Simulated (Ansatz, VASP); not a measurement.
## CdF2: VASP beside Ansatz

```
CELL_PARAMETERS angstrom
0.00000 2.69400 2.69400
2.69400 0.00000 2.69400
2.69400 2.69400 0.00000
ATOMIC_POSITIONS crystal
Cd 0.02411 0.02411 0.02411
F 0.25000 0.25000 0.25000
F 0.75000 0.75000 0.75000
```

Change from the starting cell: all Cd atoms moved +0.225 Å, as atom 1 along Cartesian [1 1 1].

Alike in both runs: task single point; functional LDA; k mesh 8 × 8 × 8; occupations gaussian, width 0.05 eV; no spin polarisation.

|  | VASP | Ansatz |
| --- | --- | --- |
| version | VASP 6.6.1 | Ansatz 0.2.0 |
| potentials or method | VASP PAW LDA potentials, release 64 (Cd_sv_GW, F), cutoff 600 eV | scalar-relativistic, plane waves, PAW |
| valence electrons in the cell | 34 | 34 |

|  | VASP | Ansatz | Ansatz less VASP |
| --- | --- | --- | --- |
| gap on the k mesh at the Fermi level (eV) | 2.87 | 2.87 | -0.002 |
| least direct gap on the mesh (eV) | 3.33 | 3.33 | -0.007 |
| pressure (GPa) | -3.4 | -2.8 | +0.54 |
| traceless stress, the component that is largest in VASP (GPa) | 1.88 | 1.84 | -0.045 |
| rms of the force components (eV/Å) | 0.560 | 0.546 | -0.0140 |

LDA's correlation is that of Perdew and Zunger in VASP and of Perdew and Wang (1992) in Ansatz. Atom by atom the forces differ by 0.014 eV/Å (rms over components).
